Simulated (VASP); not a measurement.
## TiN: relaxation of cell and atoms with r2SCAN

The system is TiN.

```xyz
2
Lattice="0.0000 2.1163 2.1163 2.1163 0.0000 2.1163 2.1163 2.1163 0.0000" Properties=species:S:1:pos:R:3 pbc="T T T"
Ti    0.0000    0.0000    0.0000
N     2.1163    2.1163    2.1163
```

```yaml
Program: VASP 6.6.1
Task: relaxation of cell and atoms
Functional: r2SCAN
Potentials_or_basis: VASP PAW PBE potentials, release 64 (Ti_sv, N)
Cutoff: 660 eV
k_mesh: 16 × 16 × 16
Occupations: gaussian, width 0.1 eV
Spin: no spin polarisation
Target_pressure: 2 GPa
Dipole_correction: no
Further_INCAR_settings: ALGO = Normal; EDIFF = 1e-07; IBRION = 2; EDIFFG = -0.005; NSW = 80; ISIF = 3
```

```yaml
Relaxed_volume: 9.47 Å³/atom
Relaxed_cell: a = 2.992 Å, b = 2.992 Å, c = 2.992 Å, α = 60.00°, β = 60.00°, γ = 60.00°
Space_group_after_relaxing_to_0.1_Å: Fm-3m (No. 225)
Energy_change_on_relaxing_the_run_minimises_the_enthalpy: +0.1 meV/atom
Ionic_steps: 3
Pressure_after_relaxing: 2.0 GPa
Band_gap_on_the_k_mesh: zero (an odd number of electrons rules out a gap without spin polarisation)
```

Step by step:
```csv
step,energy change (eV),largest force (eV/Å),pressure (GPa),volume (Å³)
1,0.0000,0.0000,1.59,18.96
2,0.0009,0.0000,2.64,18.89
3,0.0003,0.0000,2.00,18.93
```

Final structure:
```
Ti N
1.0
     0.00000    2.11531    2.11531
     2.11531    0.00000    2.11531
     2.11531    2.11531    0.00000
Ti N
1 1
Direct
  0.00000 0.00000 0.00000
  0.50000 0.50000 0.50000
```

Levels at points of the mesh, in eV from the Fermi level:
```tsv
k point	band 4	band 5	band 6	band 7	band 8	band 9	band 10	band 11	band 12
(0.00, 0.00, 0.00)	-35.29	-18.31	-2.40	-2.40	-2.40	-0.63	-0.63	-0.63	0.58
(0.50, 0.00, 0.00)	-35.35	-15.85	-8.56	-5.96	-5.96	1.75	1.75	2.46	5.98
(0.50, 0.50, 0.00)	-35.51	-16.95	-6.30	-3.64	-3.64	-3.13	1.68	2.46	2.46
```

It took 12 min on 1 thread of Oxide Virtual Turin-like Processor, on a shared host, peak memory 0.18 GiB.

Caveat: the cell is relaxed towards a set pressure, so the run minimises the enthalpy, not the energy; the PAW data sets were made with another functional, which shifts forces and pressure a little; an odd number of electrons without spin polarisation forces a metal; a magnetic or distorted state may lie lower.
